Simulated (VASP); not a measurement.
Write the native input for VASP 6.6.1 that does the following.

| Item | Value |
| --- | --- |
| Task | single point |
| Functional | r2SCAN |
| Potentials or basis | VASP PAW PBE potentials, release 64 (Al, Ni) |
| Cutoff | 520 eV |
| k mesh | 10 × 10 × 9 |
| Occupations | fermi-dirac, width 0.1 eV |
| Spin | collinear spin, ferromagnetic start |
| Starting moments | [0.0, 1.0] μB |
| Dipole correction | no |
| Further INCAR settings | ALGO = Normal; EDIFF = 1e-07; NBANDS = 18 |

AlNi:

```
Al Ni
1.0
     1.98291   -1.99774    0.00000
     1.98291    1.99774    0.00000
     0.00000    0.00000    3.17013
Al Ni
1 1
Direct
  0.00000 0.00000 0.00000
  0.50000 0.50000 0.50000
```

These files were run (other wordings do the same):

POSCAR

```
AlNi
1.0
    1.9829139075     -1.9977407020      0.0000000000
    1.9829139075      1.9977407020      0.0000000000
    0.0000000000      0.0000000000      3.1701253172
Al Ni
1 1
Direct
    0.0000000000      0.0000000000      0.0000000000
    0.5000000000      0.5000000000      0.5000000000
```

INCAR.step1

```
SYSTEM = AlNi
ALGO     = Normal         ! electronic algorithm
EDIFF    = 1E-4           ! SCF threshold, eV
ENCUT    = 520            ! plane-wave cutoff, eV
GGA      = PE             ! functional
ISMEAR   = -1             ! smearing method
ISPIN    = 2              ! spin polarisation
LASPH    = .TRUE.         ! aspherical terms in the spheres
LCHARG   = .FALSE.        ! write CHGCAR
LMAXMIX  = 4              ! l up to which the mixer works
LREAL    = .FALSE.        ! projectors in reciprocal space
LWAVE    = .TRUE.         ! write WAVECAR
MAGMOM   = 0 1            ! initial moments
NBANDS   = 18             ! bands
NELM     = 150            ! most SCF steps
PREC     = Accurate       ! precision mode
SIGMA    = 0.1            ! smearing width, eV
```

INCAR.step2

```
SYSTEM = AlNi
ALGO     = Normal         ! electronic algorithm
EDIFF    = 1E-7           ! SCF threshold, eV
ENCUT    = 520            ! plane-wave cutoff, eV
ISIF     = 2              ! what is computed and relaxed
ISMEAR   = -1             ! smearing method
ISPIN    = 2              ! spin polarisation
ISTART   = 1            
LASPH    = .TRUE.         ! aspherical terms in the spheres
LCHARG   = .TRUE.         ! write CHGCAR
LELF     = .TRUE.         ! ELF
LMAXMIX  = 4              ! l up to which the mixer works
LMIXTAU  = .TRUE.       
LORBIT   = 11             ! projections on sites
LREAL    = .FALSE.        ! projectors in reciprocal space
LVHAR    = .TRUE.       
LWAVE    = .FALSE.        ! write WAVECAR
MAGMOM   = 0 1            ! initial moments
METAGGA  = R2SCAN         ! meta-GGA
NBANDS   = 18             ! bands
NELM     = 150            ! most SCF steps
PREC     = Accurate       ! precision mode
SIGMA    = 0.1            ! smearing width, eV
```

KPOINTS

```
k-points
0
G
  10 10 9
  0 0 0
```

Potentials or basis: VASP PAW PBE potentials, release 64 (Al, Ni).

Run with:

```console
$ cat potpaw_PBE.64/Al/POTCAR potpaw_PBE.64/Ni/POTCAR > POTCAR
$ cp INCAR.step1 INCAR
$ mpirun -np 1 vasp_std > vasp.out
$ cp INCAR.step2 INCAR
$ mpirun -np 1 vasp_std > vasp.out
```

It gave:

```json
{
 "Pressure": "-9.8 GPa",
 "Net moment": "0.00 μB per cell",
 "Valence electrons inside the program's atomic spheres": "Al 0.78; Ni 9.42"
}
```

Caveat: the cell stands under tension; the PAW data sets were made with another functional, which shifts forces and pressure a little.

It took 9.7 min on 1 thread of AMD EPYC 7R43 64-Core Processor (Zen 3), with other jobs on the host, peak memory 0.2 GiB.
